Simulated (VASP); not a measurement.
Runs of VASP 6.6.1 on TlPS4. The structure is that of space group P6/mmm (No. 191), or close to it. The cells are those of the table. 

```tsv
task	cell	k mesh	cutoff (eV)	gap on the mesh (eV)	pressure (GPa)	relaxed volume (Å³/atom)	largest force (eV/Å)
single point	a = 4.310, b = 4.310, c = 7.812 Å, angles 90.0, 90.0, 120.0°, 6 atoms	6 × 6 × 2	520	none	(a)	-	-
relaxation of cell and atoms	relaxed from a = 4.003, b = 4.003, c = 8.888 Å, angles 90.0, 90.0, 120.0°, 6 atoms	6 × 6 × 2	600	none	0.1	20.77	0.01
single point	a = 4.003, b = 4.003, c = 8.888 Å, angles 90.0, 90.0, 120.0°, 6 atoms	6 × 6 × 2	520	none	(b)	-	0.69
relaxation of cell and atoms	relaxed from a = 4.310, b = 4.310, c = 7.812 Å, angles 90.0, 90.0, 120.0°, 6 atoms	12 × 12 × 6	600	none	0.0	20.70	-
```

Alike in all rows: level PBE; potentials or basis VASP PAW PBE potentials, release 64 (Tl_d, P, S); no spin polarisation; smearing gaussian 0.1 eV.

Q: Estimate the missing entries.

A: (a) -0.2; (b) 3.7.

Caveats: some runs use coarse meshes; spin-orbit coupling is left out, which moves the levels of the heavy elements.

A k mesh can miss the band edges, and the runs leave out spin-orbit coupling on Tl.

A gap of «none» marks levels without a gap at the run's occupations.
